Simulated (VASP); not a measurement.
# SnSe (Fm-3m) in VASP: single point with PBEsol

Aim: the single point of SnSe with PBEsol.

All numbers are computed with VASP 6.6.1; they aren't measurements. Logs are shortened: lines on timing, memory, paths and dates and some standing lists are left out, and cuts for length are marked.

## (1) The cell of the first run

Symmetry: Fm-3m, No. 225, cubic system. Conventional cell: a = 6.020 Å, b = 6.020 Å, c = 6.020 Å, α = 90.00°, β = 90.00°, γ = 90.00°. Sn (site symmetry m-3m) has 6 Se at 3.01 Å within 4.0 Å. Se (site symmetry m-3m) has 6 Sn at 3.01 Å within 4.0 Å.

## (2) Single point, PBEsol

INCAR

```
  ALGO = Normal
  EDIFF = 1E-6
  ENCUT = 520
  GGA = PS
  ISIF = 2
  ISMEAR = 0
  LASPH = True
  LCHARG = False
  LREAL = False
  LWAVE = False
  NBANDS = 17
  NELM = 80
  PREC = Accurate
  SIGMA = 0.05
```

KPOINTS

```
k-points
0
Gamma
  10 10 10
```

POSCAR

```
SnSe
1.0
    0.0000000000      3.0099999632      3.0099999632
    3.0099999632      0.0000000000      3.0099999632
    3.0099999632      3.0099999632      0.0000000000
Sn Se
1 1
Direct
    0.0000000000      0.0000000000      0.0000000000
    0.5000000000      0.5000000000      0.5000000000
```

Potentials or basis: VASP PAW PBE potentials, release 64 (Sn_d, Se).

The run is started by

```
cat potpaw_PBE.64/Sn_d/POTCAR potpaw_PBE.64/Se/POTCAR > POTCAR
mpirun -np 1 vasp_std > vasp.out
```

OUTCAR:

```text
EDIFF = 1E-6
   ENCUT = 520
   GGA = PS
   ISIF = 2
   ISMEAR = 0
   LASPH = True
   LREAL = False
   NELM = 80
   PREC = Accurate

 ion  position               nearest neighbor table
   1  0.000  0.000  0.000-   2 3.01   2 3.01   2 3.01   2 3.01   2 3.01   2 3.01
   2  0.500  0.500  0.500-   1 3.01   1 3.01   1 3.01   1 3.01   1 3.01   1 3.01

  LATTYP: Found a face centered cubic cell.
 ALAT       =     6.0199999264

  Lattice vectors:

 A1 = (   0.0000000000,   3.0099999632,   3.0099999632)
 A2 = (   3.0099999632,   0.0000000000,   3.0099999632)
 A3 = (   3.0099999632,   3.0099999632,   0.0000000000)

Analysis of symmetry for initial positions (statically):
=====================================================================
 Subroutine PRICEL returns:
 Original cell was already a primitive cell.

 Routine SETGRP: Setting up the symmetry group for a
 face centered cubic supercell.

 Subroutine GETGRP returns: Found 48 space group operations
 (whereof 48 operations were pure point group operations)
 out of a pool of 48 trial point group operations.

The static configuration has the point symmetry O_h .

Analysis of symmetry for dynamics (positions and initial velocities):
=====================================================================
 Subroutine PRICEL returns:
 Original cell was already a primitive cell.

 Routine SETGRP: Setting up the symmetry group for a
 face centered cubic supercell.

 Subroutine GETGRP returns: Found 48 space group operations
 (whereof 48 operations were pure point group operations)
 out of a pool of 48 trial point group operations.

The dynamic configuration has the point symmetry O_h .

 Subroutine INISYM returns: Found 48 space group operations
 (whereof 48 operations are pure point group operations),
 and found     1 'primitive' translations

----------------------------------------------------------------------------------------

                                     Primitive cell

  volume of cell :      54.5418

  direct lattice vectors                    reciprocal lattice vectors
     0.000000000  3.009999963  3.009999963    -0.166112959  0.166112959  0.166112959
     3.009999963  0.000000000  3.009999963     0.166112959 -0.166112959  0.166112959
     3.009999963  3.009999963  0.000000000     0.166112959  0.166112959 -0.166112959

  length of vectors
     4.256782771  4.256782771  4.256782771     0.287716085  0.287716085  0.287716085

  position of ions in fractional coordinates (direct lattice)
     0.000000000  0.000000000  0.000000000
     0.500000000  0.500000000  0.500000000

  ion indices of the primitive-cell ions
   primitive index   ion index
                 1           1
                 2           2

----------------------------------------------------------------------------------------

 KPOINTS: k-points

Automatic generation of k-mesh.
 Grid dimensions read from file:
 generate k-points for:   10   10   10

 Generating k-lattice:

  Cartesian coordinates                     Fractional coordinates (reciprocal lattice)
    -0.016611296  0.016611296  0.016611296     0.100000000  0.000000000  0.000000000
     0.016611296 -0.016611296  0.016611296     0.000000000  0.100000000  0.000000000
     0.016611296  0.016611296 -0.016611296     0.000000000  0.000000000  0.100000000

  Length of vectors
     0.028771608  0.028771608  0.028771608

  Shift w.r.t. Gamma in fractional coordinates (k-lattice)
     0.000000000  0.000000000  0.000000000

 Subroutine IBZKPT returns following result:
 ===========================================

 Found     47 irreducible k-points:

 Following reciprocal coordinates:
            Coordinates               Weight
  0.000000  0.000000  0.000000      1.000000
  0.100000  0.000000  0.000000      8.000000
  0.200000  0.000000  0.000000      8.000000
  0.300000  0.000000  0.000000      8.000000
  0.400000  0.000000  0.000000      8.000000
  0.500000  0.000000  0.000000      4.000000
[... 16 lines left out ...]
  0.300000  0.300000  0.000000      6.000000
  0.400000  0.300000  0.000000     24.000000
 [... further k-points ...]
   k-points           NKPTS =     47   k-points in BZ     NKDIM =     47   number of bands    NBANDS=     17
   number of dos      NEDOS =    301   number of ions     NIONS =      2
   total plane-waves  NPLWV =  32768
   dimension x,y,z NGX =    32 NGY =   32 NGZ =   32
   dimension x,y,z NGXF=    64 NGYF=   64 NGZF=   64
   ions per type =               1   1
   NGX,Y,Z   is equivalent  to a cutoff of  12.50, 12.50, 12.50 a.u.
   NGXF,Y,Z  is equivalent  to a cutoff of  24.99, 24.99, 24.99 a.u.
 SYSTEM =  unknown system
   PREC   = accura    normal or accurate (medium, high low for compatibility)
   ISTART =      0    job   : 0-new  1-cont  2-samecut
   ICHARG =      2    charge: 1-file 2-atom 10-const
   ISPIN  =      1    spin polarized calculation?
   LNONCOLLINEAR =      F non collinear calculations
   LSORBIT =      F    spin-orbit coupling
   LASPH  =      T    aspherical Exc in radial PAW
   ENCUT  =  520.0 eV  38.22 Ry    6.18 a.u.   7.91  7.91  7.91*2*pi/ulx,y,z
   NELM   =     80;   NELMIN=  2; NELMDL= -5     # of ELM steps
   EDIFF  = 0.1E-05   stopping-criterion for ELM
   LREAL  =      F    real-space projection
   EDIFFG = 0.1E-04   stopping-criterion for IOM
   NSW    =      0    number of steps for IOM
   IBRION =     -1    ionic relax: 0-MD 1-quasi-New 2-CG
   NFREE  =      0    steps in history (QN), initial steepest desc. (CG)
   ISIF   =      2    stress and relaxation
   ISYM   =      2    0-nonsym 1-usesym 2-fastsym
   POTIM  = 0.5000    time-step for ionic-motion
   TEBEG  =    0.0;   TEEND  =   0.0 temperature during run
   PSTRESS=    0.0 pullay stress
   NELECT =      20.0000    total number of electrons
   NUPDOWN=      -1.0000    fix difference up-down
   EMIN   =  10.00;   EMAX   =-10.00  energy-range for DOS
   EFERMI =   0.00;   METHOD = LEGACY
   ISMEAR =     0;   SIGMA  =   0.05  broadening in eV -4-tet -1-fermi 0-gaus
   EFERMI_NEDOS =   21; number of points for ismear=-14 and -15
   IALGO  =     38    algorithm
   IMIX   =      4    mixing-type and parameters
     AMIX     =   0.40;   BMIX     =  1.00
     AMIX_MAG =   1.60;   BMIX_MAG =  1.00
  volume/ion in A,a.u.               =      27.27       184.03
  Fermi-wavevector in a.u.,A,eV,Ry     =   1.171768  2.214321 18.681350  1.373041
  Thomas-Fermi vector in A             =   2.308207
   LORBIT       =      0    0 simple, 1 ext, 2 COOP (PROOUT), +10 PAW based schemes
   GGA     = PS    functional components
   LHFCALC =     F    Hartree Fock is set to
   AEXX    =    0.0000 exact exchange contribution
   IVDW    =     0    specifies the selected vdW correction
   LEPSILON=     F    determine dielectric tensor
   LRPA    =     F    only Hartree local field effects (RPA)
 non-spin polarized calculation
 Gauss-broadening in eV      SIGMA  =   0.05
  energy-cutoff  :      520.00
  volume of cell :       54.54
 maximum number of plane-waves:      1479
   NGX = 15   NGY = 15   NGZ = 15

 number of electron      20.0000005 magnetization

 Free energy of the ion-electron system (eV)
  ---------------------------------------------------
  ext. energy  EPLUGINS =         0.00000000
  ---------------------------------------------------
  free energy    TOTEN  =        -8.96735811 eV

  energy without entropy =       -8.96735811  energy(sigma->0) =       -8.96735811

 E-fermi :   5.5959     XC(G=0):  -9.7747

 val. band max:        5.3581608831   @ k =   0.5000   0.0000   0.0000
 cond. band min:       5.8799386013   @ k =  -0.4000   0.1000   0.0000
 fundamental gap:      0.5217777182
 Fermi energy:         5.5959143781

 k-point     1 :       0.0000    0.0000    0.0000
  band No.  band energies     occupation
      1     -16.0409      2.00000
      2     -16.0409      2.00000
      3     -16.0409      2.00000
      4     -16.0401      2.00000
      5     -16.0401      2.00000
      6      -8.4313      2.00000
[... 9 lines left out ...]
     16      11.2468      0.00000
     17      13.5086      0.00000

 k-point     2 :       0.1000    0.0000    0.0000
  band No.  band energies     occupation
      1     -16.0411      2.00000
      2     -16.0411      2.00000
      3     -16.0407      2.00000
      4     -16.0394      2.00000
      5     -16.0394      2.00000
      6      -8.3603      2.00000
[... 9 lines left out ...]
     16      11.4928      0.00000
     17      14.2726      0.00000

 k-point     3 :       0.2000    0.0000    0.0000
  band No.  band energies     occupation
      1     -16.0431      2.00000
      2     -16.0431      2.00000
      3     -16.0400      2.00000
      4     -16.0362      2.00000
      5     -16.0362      2.00000
      6      -8.1606      2.00000
[... 9 lines left out ...]
     16      12.1298      0.00000
     17      15.8212      0.00000

 k-point     4 :       0.3000    0.0000    0.0000
  band No.  band energies     occupation
      1     -16.0456      2.00000
      2     -16.0456      2.00000
      3     -16.0393      2.00000
      4     -16.0321      2.00000
      5     -16.0321      2.00000
      6      -7.8778      2.00000
[... 9 lines left out ...]
     16      13.1156      0.00000
     17      17.2423      0.00000
[... 343 lines left out ...]
      1     -16.0462      2.00000
      2     -16.0447      2.00000
      3     -16.0384      2.00000
      4     -16.0344      2.00000
      5     -16.0308      2.00000
      6      -7.7832      2.00000
[... 9 lines left out ...]
     16      14.7817      0.00000
     17      15.2017      0.00000

 k-point    23 :       0.3000    0.3000    0.0000
  band No.  band energies     occupation
      1     -16.0569      2.00000
      2     -16.0453      2.00000
      3     -16.0350      2.00000
      4     -16.0293      2.00000
      5     -16.0293      2.00000
      6      -7.6982      2.00000
[... 9 lines left out ...]
     16      15.5885      0.00000
     17      15.5986      0.00000

 k-point    24 :       0.4000    0.3000    0.0000
  band No.  band energies     occupation
      1     -16.0605      2.00000
      2     -16.0452      2.00000
      3     -16.0353      2.00000
      4     -16.0273      2.00000
      5     -16.0264      2.00000
      6      -7.4923      2.00000
[... 9 lines left out ...]
     16      16.0345      0.00000
     17      16.7665      0.00000

 [... further k-points ...]
[... 5 lines left out ...]
  --------------------------------------------------------------------------------------
  -------------------------------------------------------------------------------------
  Total       -0.6182361     -0.6182361     -0.6182361      0.0000000     -0.0000000     -0.0000000
  in kB      -18.1608217    -18.1608217    -18.1608217      0.0000000     -0.0000000     -0.0000000
  external PRESSURE =     -18.1608217 kB  Pullay stress =       0.0000000 kB

 VOLUME and BASIS-vectors are now :
 -----------------------------------------------------------------------------
  energy-cutoff  :      520.00
  volume of cell :       54.54
      direct lattice vectors                 reciprocal lattice vectors
     0.000000000  3.009999963  3.009999963    -0.166112959  0.166112959  0.166112959
     3.009999963  0.000000000  3.009999963     0.166112959 -0.166112959  0.166112959
     3.009999963  3.009999963  0.000000000     0.166112959  0.166112959 -0.166112959

 POSITION                                       TOTAL-FORCE (eV/Angst)
 -----------------------------------------------------------------------------------
      0.00000      0.00000      0.00000         0.000000      0.000000      0.000000
      3.01000      3.01000      3.01000        -0.000000     -0.000000     -0.000000
 -----------------------------------------------------------------------------------
    total drift:                                0.000000     -0.000000     -0.000000

  FREE ENERGIE OF THE ION-ELECTRON SYSTEM (eV)
  ---------------------------------------------------
  free  energy   TOTEN  =        -8.9673581065 eV

  energy  without entropy=       -8.9673581065  energy(sigma->0) =       -8.96735811
```

Wall time 15 s (1 thread of AMD EPYC 9R45 (Zen 5), shared host); peak memory 0.17 GiB.

Results:

- Free energy: -8.9674 eV
- Pressure: -1.8 GPa
- Band gap on the k mesh: 0.52 eV, indirect (least direct gap 0.62 eV)

Caveat: the PAW data sets were made with another functional, which shifts forces and pressure a little; spin-orbit coupling is left out, which moves the levels of the heavy elements.
